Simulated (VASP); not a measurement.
A run of VASP 6.6.1 is set up as follows.

The input POSCAR:

```
BaTe
1.0
    4.8953714881     -0.0856690011      0.0000000000
   -2.5218772753      4.2823505702      0.0000000000
    0.0000000000      0.0000000000      8.5840688869
Ba Te
2 2
Direct
    0.0000000000      0.0000000000      0.0000000000
    0.0000000000      0.0000000000      0.5000000000
    0.3256050187      0.6662930953      0.2500000000
    0.6743949813      0.3337069047      0.7500000000
```

The input INCAR.step1:

```
SYSTEM = BaTe
PREC     = Accurate       ! precision mode
ENCUT    = 520            ! plane-wave cutoff, eV
ISMEAR   = 0              ! smearing method
SIGMA    = 0.01           ! smearing width, eV
LREAL    = .False.        ! projectors in reciprocal space
LASPH    = .True.         ! aspherical terms in the spheres
NELM     = 60             ! most SCF steps
NBANDS   = 24             ! bands
GGA      = PE             ! functional
ALGO     = Normal         ! electronic algorithm
EDIFF    = 1E-4           ! SCF threshold, eV
LWAVE    = .True.         ! write WAVECAR
LCHARG   = .False.        ! write CHGCAR
```

File INCAR.step2:

```
SYSTEM = BaTe
PREC     = Accurate       ! precision mode
ENCUT    = 520            ! plane-wave cutoff, eV
EDIFF    = 1E-6           ! SCF threshold, eV
ISMEAR   = 0              ! smearing method
SIGMA    = 0.01           ! smearing width, eV
LREAL    = .False.        ! projectors in reciprocal space
LASPH    = .True.         ! aspherical terms in the spheres
NELM     = 60             ! most SCF steps
ALGO     = Normal         ! electronic algorithm
ISIF     = 2              ! what is computed and relaxed
LWAVE    = .False.        ! write WAVECAR
LCHARG   = .False.        ! write CHGCAR
METAGGA  = R2SCAN         ! meta-GGA
LMIXTAU  = .True.       
NBANDS   = 24             ! bands
ISTART   = 1
```

The input KPOINTS:

```
Automatic mesh
0
Gamma
  6 6 4
  0 0 0
```

Potentials or basis: VASP PAW PBE potentials, release 64 (Ba_sv, Te).

Run with:

```sh
$ cat potpaw_PBE.64/Ba_sv/POTCAR potpaw_PBE.64/Te/POTCAR > POTCAR
$ cp INCAR.step1 INCAR
$ mpirun -np 1 vasp_std > vasp.out
$ cp INCAR.step2 INCAR
$ mpirun -np 1 vasp_std > vasp.out
```

Problem. Predict the band gap on the k mesh.

Solution. 1.97 eV (least direct gap 2.03 eV).

Problem. What does it give for the pressure?

Solution. 0.3 GPa.

Forces in eV/Å, atoms in the order of the input:
```
Ba   0.000  0.000  0.000
Ba   0.000  0.000  0.000
Te  -0.003  0.000  0.000
Te   0.003  0.000  0.000
```

Caveat: the cell differs from its parent crystal (shear xy strain -3.5%); the PAW data sets were made with another functional, which shifts forces and pressure a little; spin-orbit coupling is left out, which moves the levels of the heavy elements. A k mesh can miss the band edges.
